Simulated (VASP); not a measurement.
# Al5Co2Ru3 (P4/mmm) in VASP: single point with r2SCAN

Aim: the single point of Al5Co2Ru3 with r2SCAN.

Program: VASP 6.6.1. These are calculated values, not measurements. Logs are shortened: lines on timing, memory, paths and dates and some standing lists are left out, and cuts for length are marked.

## Step 1: The cell of the first run

It takes space group P4/mmm (No. 123, tetragonal). The conventional cell has a = 2.952 Å, b = 2.952 Å, c = 14.735 Å, α = 90.00°, β = 90.00°, γ = 90.00°. Al (site symmetry 4/mmm) has 8 Co at 2.50 Å and 6 Al at 2.83 to 2.95 Å within 3.3 Å. Al (site symmetry 4mm) has 4 Co at 2.54 Å and 4 Ru at 2.56 Å and 6 Al at 2.83 to 3.02 Å within 3.3 Å. Within 3.4 Å of Al (site symmetry 4mm) lie 8 Ru at 2.58 to 2.59 Å and 6 Al at 2.95 to 3.04 Å. Within 3.3 Å of Co (site symmetry 4mm) lie 8 Al at 2.50 to 2.54 Å and 5 Co at 2.76 to 2.95 Å and 1 Ru at 2.92 Å. Ru (site symmetry 4mm) has 8 Al at 2.56 to 2.59 Å and 1 Co at 2.92 Å and 5 Ru at 2.95 to 3.06 Å within 3.4 Å. Within 3.4 Å of Ru (site symmetry 4/mmm) lie 8 Al at 2.58 Å and 6 Ru at 2.95 to 3.06 Å.

## Step 2: Single point, r2SCAN

File POSCAR:

```
Al5Co2Ru3
1.0
    2.9522408146      0.0000000000      0.0000000000
    0.0000000000      2.9522408146      0.0000000000
    0.0000000000      0.0000000000     14.7352036679
Al Co Ru
5 2 3
Direct
    0.0000000000      0.0000000000      0.0000000000
    0.0000000000      0.0000000000      0.1917295554
    0.0000000000      0.0000000000      0.3967323192
    0.0000000000      0.0000000000      0.6032676808
    0.0000000000      0.0000000000      0.8082704446
    0.5000000000      0.5000000000      0.0937668650
    0.5000000000      0.5000000000      0.9062331350
    0.5000000000      0.5000000000      0.2922072200
    0.5000000000      0.5000000000      0.5000000000
    0.5000000000      0.5000000000      0.7077927800
```

File INCAR.step1:

```
PREC = Accurate
ENCUT = 520
ISMEAR = 0
SIGMA = 0.1
LREAL = False
LASPH = True
NELM = 80
NBANDS = 48
GGA = PE
ALGO = Normal
EDIFF = 1E-4
LWAVE = True
LCHARG = False
```

File INCAR.step2:

```
PREC = Accurate
ENCUT = 520
EDIFF = 1E-6
ISMEAR = 0
SIGMA = 0.1
LREAL = False
LASPH = True
NELM = 80
ALGO = Normal
ISIF = 2
LWAVE = False
LCHARG = False
METAGGA = R2SCAN
LMIXTAU = True
NBANDS = 48
ISTART = 1
```

File KPOINTS:

```
regular mesh
0
Gamma
  12 12 4
```

Potentials or basis: VASP PAW PBE potentials, release 64 (Al, Co, Ru_pv).

Started as:

```console
> cat potpaw_PBE.64/Al/POTCAR potpaw_PBE.64/Co/POTCAR potpaw_PBE.64/Ru_pv/POTCAR > POTCAR
> cp INCAR.step1 INCAR
> mpirun -np 1 vasp_std > vasp.out
> cp INCAR.step2 INCAR
> mpirun -np 1 vasp_std > vasp.out
```

OUTCAR:

```text
PREC = Accurate
   ENCUT = 520
   EDIFF = 1E-6
   ISMEAR = 0
   LREAL = False
   LASPH = True
   NELM = 80
   ISIF = 2
   METAGGA = R2SCAN
   ISTART = 1

 ion  position               nearest neighbor table
   1  0.000  0.000  0.000-   6 2.50   7 2.50   6 2.50   7 2.50   6 2.50   7 2.50   6 2.50   7 2.50
                             2 2.83   5 2.83
   2  0.000  0.000  0.192-   6 2.54   6 2.54   6 2.54   6 2.54   8 2.56   8 2.56   8 2.56   8 2.56
                             1 2.83   3 3.02
   3  0.000  0.000  0.397-   9 2.58   9 2.58   9 2.58   9 2.58   8 2.59   8 2.59   8 2.59   8 2.59
                             2 3.02   4 3.04
   4  0.000  0.000  0.603-   9 2.58   9 2.58   9 2.58   9 2.58  10 2.59  10 2.59  10 2.59  10 2.59
                             5 3.02   3 3.04
   5  0.000  0.000  0.808-   7 2.54   7 2.54   7 2.54   7 2.54  10 2.56  10 2.56  10 2.56  10 2.56
                             1 2.83   4 3.02
   6  0.500  0.500  0.094-   1 2.50   1 2.50   1 2.50   1 2.50   2 2.54   2 2.54   2 2.54   2 2.54
                             7 2.76   8 2.92
   7  0.500  0.500  0.906-   1 2.50   1 2.50   1 2.50   1 2.50   5 2.54   5 2.54   5 2.54   5 2.54
                             6 2.76  10 2.92
   8  0.500  0.500  0.292-   2 2.56   2 2.56   2 2.56   2 2.56   3 2.59   3 2.59   3 2.59   3 2.59
                             6 2.92   9 3.06
   9  0.500  0.500  0.500-   3 2.58   4 2.58   3 2.58   4 2.58   3 2.58   4 2.58   3 2.58   4 2.58
                             8 3.06  10 3.06
  10  0.500  0.500  0.708-   5 2.56   5 2.56   5 2.56   5 2.56   4 2.59   4 2.59   4 2.59   4 2.59
                             7 2.92   9 3.06

  LATTYP: Found a simple tetragonal cell.
 ALAT       =     2.9522408146
 C/A-ratio  =     4.9911929931

  Lattice vectors:

 A1 = (   2.9522408146,   0.0000000000,   0.0000000000)
 A2 = (   0.0000000000,   2.9522408146,   0.0000000000)
 A3 = (   0.0000000000,   0.0000000000,  14.7352036679)

Analysis of symmetry for initial positions (statically):
=====================================================================
 Subroutine PRICEL returns:
 Original cell was already a primitive cell.

 Routine SETGRP: Setting up the symmetry group for a
 simple tetragonal supercell.

 Subroutine GETGRP returns: Found 16 space group operations
 (whereof 16 operations were pure point group operations)
 out of a pool of 16 trial point group operations.

The static configuration has the point symmetry D_4h.

Analysis of symmetry for dynamics (positions and initial velocities):
=====================================================================
 Subroutine PRICEL returns:
 Original cell was already a primitive cell.
[... 136 lines left out ...]
   NUPDOWN=      -1.0000    fix difference up-down
   EMIN   =  10.00;   EMAX   =-10.00  energy-range for DOS
   EFERMI =   0.00;   METHOD = LEGACY
   ISMEAR =     0;   SIGMA  =   0.10  broadening in eV -4-tet -1-fermi 0-gaus
   EFERMI_NEDOS =   21; number of points for ismear=-14 and -15
   IALGO  =     38    algorithm
   IMIX   =      4    mixing-type and parameters
     AMIX     =   0.40;   BMIX     =  1.00
     AMIX_MAG =   1.60;   BMIX_MAG =  1.00
  volume/ion in A,a.u.               =      12.84        86.67
  Fermi-wavevector in a.u.,A,eV,Ry     =   1.368386  2.585875 25.476648  1.872481
  Thomas-Fermi vector in A             =   2.494355
   LORBIT       =      0    0 simple, 1 ext, 2 COOP (PROOUT), +10 PAW based schemes
   METAGGA = R2SCAN    functional components
   LHFCALC =     F    Hartree Fock is set to
   AEXX    =    0.0000 exact exchange contribution
   IVDW    =     0    specifies the selected vdW correction
   LEPSILON=     F    determine dielectric tensor
   LRPA    =     F    only Hartree local field effects (RPA)
 non-spin polarized calculation
 Gauss-broadening in eV      SIGMA  =   0.10
  energy-cutoff  :      520.00
  volume of cell :      128.43
 maximum number of plane-waves:      3511
 NGX is ok and might be reduce to    24
   NGX = 11   NGY = 11   NGZ = 55

 number of electron      74.9999997 magnetization

 Free energy of the ion-electron system (eV)
  ---------------------------------------------------
  ext. energy  EPLUGINS =         0.00000000
  ---------------------------------------------------
  free energy    TOTEN  =      -142.82589953 eV

  energy without entropy =     -142.79762400  energy(sigma->0) =     -142.81176177

 E-fermi :  10.2767     XC(G=0): -13.4010

 val. band max:       10.2747682195   @ k =   0.2500   0.0000   0.5000
 cond. band min:      10.2782897836   @ k =   0.5000   0.1667   0.5000
 fundamental gap:      0.0035215640
 Fermi energy:        10.2767372041

 k-point     1 :       0.0000    0.0000    0.0000
  band No.  band energies     occupation
      1     -32.9600      2.00000
      2     -32.9043      2.00000
      3     -32.8267      2.00000
      4     -32.7706      2.00000
      5     -32.7706      2.00000
      6     -32.7698      2.00000
[... 1213 lines left out ...]
     47      15.0386      0.00000
     48      15.0913      0.00000

 [... further k-points ...]

------------------------ aborting loop because EDIFF is reached ----------------------------------------

  FORCE on cell =-STRESS in cart. coord.  units (eV):
  Direction    XX          YY          ZZ          XY          YZ          ZX
  --------------------------------------------------------------------------------------
  -------------------------------------------------------------------------------------
  Total       -3.9529838     -3.9529838     -3.8004332      0.0000000     -0.0000000      0.0000000
  in kB      -49.3146455    -49.3146455    -47.4115318      0.0000000     -0.0000000      0.0000000
  external PRESSURE =     -48.6802743 kB  Pullay stress =       0.0000000 kB

 VOLUME and BASIS-vectors are now :
 -----------------------------------------------------------------------------
  energy-cutoff  :      520.00
  volume of cell :      128.43
      direct lattice vectors                 reciprocal lattice vectors
     2.952240815  0.000000000  0.000000000     0.338725755  0.000000000  0.000000000
     0.000000000  2.952240815  0.000000000     0.000000000  0.338725755  0.000000000
     0.000000000  0.000000000 14.735203668     0.000000000  0.000000000  0.067864688

 POSITION                                       TOTAL-FORCE (eV/Angst)
 -----------------------------------------------------------------------------------
      0.00000      0.00000      0.00000        -0.000000     -0.000000      0.000000
      0.00000      0.00000      2.82517        -0.000000     -0.000000      0.062096
      0.00000      0.00000      5.84593        -0.000000     -0.000000      0.004977
      0.00000      0.00000      8.88927        -0.000000     -0.000000     -0.004977
      0.00000      0.00000     11.91003        -0.000000     -0.000000     -0.062096
      1.47612      1.47612      1.38167         0.000000      0.000000     -0.026204
      1.47612      1.47612     13.35353        -0.000000     -0.000000      0.026204
      1.47612      1.47612      4.30573         0.000000     -0.000000     -0.056436
      1.47612      1.47612      7.36760        -0.000000     -0.000000      0.000000
      1.47612      1.47612     10.42947        -0.000000      0.000000      0.056436
 -----------------------------------------------------------------------------------
    total drift:                                0.000000     -0.000000     -0.000000

  FREE ENERGIE OF THE ION-ELECTRON SYSTEM (eV)
  ---------------------------------------------------
  free  energy   TOTEN  =      -142.8258995349 eV

  energy  without entropy=     -142.7976240044  energy(sigma->0) =     -142.81176177
```

OUTCAR.step1:

```text
PREC = Accurate
   ENCUT = 520
   ISMEAR = 0
   LREAL = False
   LASPH = True
[... 1487 lines left out ...]
      1.47612      1.47612     13.35353         0.000000      0.000000     -0.001299
      1.47612      1.47612      4.30573         0.000000     -0.000000      0.004997
      1.47612      1.47612      7.36760         0.000000     -0.000000      0.000000
      1.47612      1.47612     10.42947         0.000000     -0.000000     -0.004997
 -----------------------------------------------------------------------------------
    total drift:                                0.000000     -0.000000     -0.000000

  FREE ENERGIE OF THE ION-ELECTRON SYSTEM (eV)
  ---------------------------------------------------
  free  energy   TOTEN  =       -66.6744083563 eV

  energy  without entropy=      -66.6431354970  energy(sigma->0) =      -66.65877193
```

Run time: 54 min. Hardware: 1 thread of Oxide Virtual Turin-like, shared host; peak memory 0.53 GiB.

Results:

```yaml
Free_energy: -142.8259 eV
Pressure: -4.9 GPa
Largest_force: 0.062 eV/Å
Band_gap_on_the_k_mesh: zero (an odd number of electrons rules out a gap without spin polarisation)
```

Forces on the atoms (eV/Å):
```
Al   0.000  0.000  0.000
Al   0.000  0.000  0.062
Al   0.000  0.000  0.005
Al   0.000  0.000 -0.005
Al   0.000  0.000 -0.062
Co   0.000  0.000 -0.026
Co   0.000  0.000  0.026
Ru   0.000  0.000 -0.056
Ru   0.000  0.000  0.000
Ru   0.000  0.000  0.056
```

Levels at points of the mesh, in eV from the Fermi level:
| k point | band 35 | band 36 | band 37 | band 38 | band 39 | band 40 | band 41 | band 42 |
| --- | --- | --- | --- | --- | --- | --- | --- | --- |
| (0.00, 0.00, 0.00) | -0.12 | -0.12 | 0.36 | 0.41 | 0.52 | 1.13 | 2.09 | 3.30 |
| (0.50, 0.00, 0.00) | -1.26 | -1.09 | -0.70 | -0.36 | 0.18 | 0.22 | 0.28 | 1.94 |
| (0.50, 0.50, 0.00) | 0.53 | 0.58 | 0.58 | 1.91 | 1.92 | 1.97 | 2.40 | 2.84 |
| (0.00, 0.00, 0.50) | -0.17 | -0.17 | 0.36 | 0.41 | 0.52 | 1.17 | 2.34 | 2.44 |
| (0.50, 0.00, 0.50) | -1.25 | -1.00 | -0.83 | -0.28 | 0.16 | 0.21 | 0.28 | 1.81 |
| (0.50, 0.50, 0.50) | 0.89 | 1.68 | 1.68 | 1.91 | 1.92 | 1.97 | 1.99 | 1.99 |

Caveat: the cell stands under tension; the PAW data sets were made with another functional, which shifts forces and pressure a little; the run has no spin polarisation, though such a crystal can be magnetic. Spin polarisation is off, so any magnetic state and its effect on volume and gap are missing.
